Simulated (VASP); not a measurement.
The system is W.

```xyz
1
Lattice="2.5771 0.0000 0.0000 0.0000 2.5771 0.0000 0.0000 0.0000 2.5771" Properties=species:S:1:pos:R:3 pbc="T T T"
W     0.0000    0.0000    0.0000
```

| Property | Result |
| --- | --- |
| Program | VASP 6.6.1 |
| Task | relaxation of cell and atoms |
| Functional | r2SCAN |
| Potentials or basis | VASP PAW PBE potentials, release 64 (W_sv) |
| Cutoff | 600 eV |
| k mesh | 12 × 12 × 12 |
| Occupations | fermi-dirac, width 0.1 eV |
| Spin | no spin polarisation |

At the start: pressure 14.7 GPa; volume 17.12 Å³/atom.

Problem. Where does the relaxation end?

Solution. Over 4 steps the energy falls by 43.7 meV/atom and the volume is 18.12 Å³/atom (+5.9 %); space group Pm-3m (No. 221, to 0.05 Å).

The path:
| step | energy change (eV) | largest force (eV/Å) | pressure (GPa) | volume (Å³) |
| --- | --- | --- | --- | --- |
| 1 | 0.0000 | 0.0000 | 14.71 | 17.12 |
| 2 | 0.2602 | 0.0000 | -26.37 | 21.31 |
| 3 | -0.0435 | 0.0000 | -0.85 | 18.18 |
| 4 | -0.0437 | 0.0000 | -0.05 | 18.12 |

Final structure:
```
W
1.0
     2.62653    0.00000    0.00000
     0.00000    2.62653    0.00000
     0.00000    0.00000    2.62653
W
1
Direct
  0.00000 0.00000 0.00000
```

Caveat: the PAW data sets were made with another functional, which shifts forces and pressure a little.
